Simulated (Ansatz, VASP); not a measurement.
One calculation of SnSe2, two programs

```
Sn Se
1.0
     3.83808    0.00000    0.00000
    -1.91904    3.32387    0.00000
     0.00000    0.00000    6.01468
Sn Se
1 2
Direct
  0.00000 0.00000 0.00000
  0.33333 0.66667 0.26509
  0.66667 0.33333 0.73491
```

Alike in both runs: task single point; functional LDA; k mesh 12 × 12 × 6; occupations gaussian, width 0.02 eV; no spin polarisation.

|  | VASP | Ansatz |
| --- | --- | --- |
| version | VASP 6.6.1 | Ansatz 0.2.0 |
| potentials or method | VASP PAW LDA potentials, release 64 (Sn_d, Se), cutoff 520 eV | scalar-relativistic, plane waves, PAW |
| valence electrons in the cell | 26 | 46 |

Ansatz gave:

| Property | Result |
| --- | --- |
| gap on the k mesh at the Fermi level (eV) | 0.21 |
| least direct gap on the mesh (eV) | 0.64 |
| pressure (GPa) | -2.3 |
| traceless stress, the component that is largest in VASP (GPa) | -0.11 |
| rms of the force components (eV/Å) | 0.110 |

Problem. What did VASP give for the same quantities?

Solution. gap on the k mesh at the Fermi level (eV): 0.22; least direct gap on the mesh (eV): 0.65; pressure (GPa): -2.1; traceless stress, the component that is largest in VASP (GPa): -0.10; rms of the force components (eV/Å): 0.100.

LDA's correlation is that of Perdew and Zunger in VASP and of Perdew and Wang (1992) in Ansatz. Atom by atom the forces differ by 0.010 eV/Å (rms over components). VASP's potentials hold 26 valence electrons a cell and Ansatz's 46, so a difference there can come from the potentials and not from the codes.
